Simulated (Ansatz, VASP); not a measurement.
One calculation of Ge, two programs

File INCAR:

```
ALGO = Normal
EDIFF = 1E-6
ENCUT = 520
GGA = PE
ISIF = 2
ISMEAR = 0
LASPH = T
LCHARG = T
LELF = T
LREAL = F
LVHAR = T
LWAVE = F
NBANDS = 66
NELM = 100
PREC = Accurate
SIGMA = 0.1
```

File KPOINTS:

```
k-points
0
Gamma
  4 4 4
```

POSCAR

```
Ge
1.0
    3.9822139500      0.0000000000      0.0000000000
    0.0000000000      6.8375846300      0.0000000000
    0.0000000000      0.0000000000      6.9556324500
Ge
8
Direct
    0.1812587000      0.8705480100      0.1075797100
    0.8187413000      0.1294519900      0.1075797100
    0.1812587000      0.6294519900      0.6075797100
    0.8187413000      0.3705480100      0.6075797100
    0.7517375200      0.4107488200      0.9331580000
    0.2482624800      0.5892511800      0.9331580000
    0.7517375200      0.0892511800      0.4331580000
    0.2482624800      0.9107488200      0.4331580000
```

Input for Ansatz:

```yaml
crystal:
  lattice:
    - [3.98221395, 0.0, 0.0]
    - [0.0, 6.83758463, 0.0]
    - [0.0, 0.0, 6.95563245]
  atoms:
    - { symbol: Ge, position: [0.1812587, 0.87054801, 0.10757971] }
    - { symbol: Ge, position: [0.8187413, 0.12945199, 0.10757971] }
    - { symbol: Ge, position: [0.1812587, 0.62945199, 0.60757971] }
    - { symbol: Ge, position: [0.8187413, 0.37054801, 0.60757971] }
    - { symbol: Ge, position: [0.75173752, 0.41074882, 0.933158] }
    - { symbol: Ge, position: [0.24826248, 0.58925118, 0.933158] }
    - { symbol: Ge, position: [0.75173752, 0.08925118, 0.433158] }
    - { symbol: Ge, position: [0.24826248, 0.91074882, 0.433158] }
basis:
  ecutwfc: 420
kpoints:
  mp_grid: { grid: [4, 4, 4] }
hamiltonian:
  xc: pbe
scf:
  occupations: { method: gaussian, width: 0.1 }
  lower_state_search: "off"
output:
  forces: true
  stress: true
  eigenvalues: true
```

Alike in both runs: task single point; functional PBE; k mesh 4 × 4 × 4; occupations gaussian, width 0.1 eV; no spin polarisation.

|  | VASP | Ansatz |
| --- | --- | --- |
| version | VASP 6.6.1 | Ansatz 0.2.0 |
| potentials or method | VASP PAW PBE potentials, release 64 (Ge_d), cutoff 520 eV | scalar-relativistic, plane waves, PAW |
| valence electrons in the cell | 112 | 112 |

```csv
,VASP,Ansatz,Ansatz less VASP
gap on the k mesh at the Fermi level (eV),none,none,-
pressure (GPa),15.2,15.2,+0.07
"traceless stress, the component that is largest in VASP (GPa)",5.18,5.18,+0.001
rms of the force components (eV/Å),0.822,0.823,+0.0007
```

Atom by atom the forces differ by 0.003 eV/Å (rms over components). A gap of «none» marks a metal or a gap that the smearing closes.

The k mesh is coarse, so the values compare programs but aren't converged.
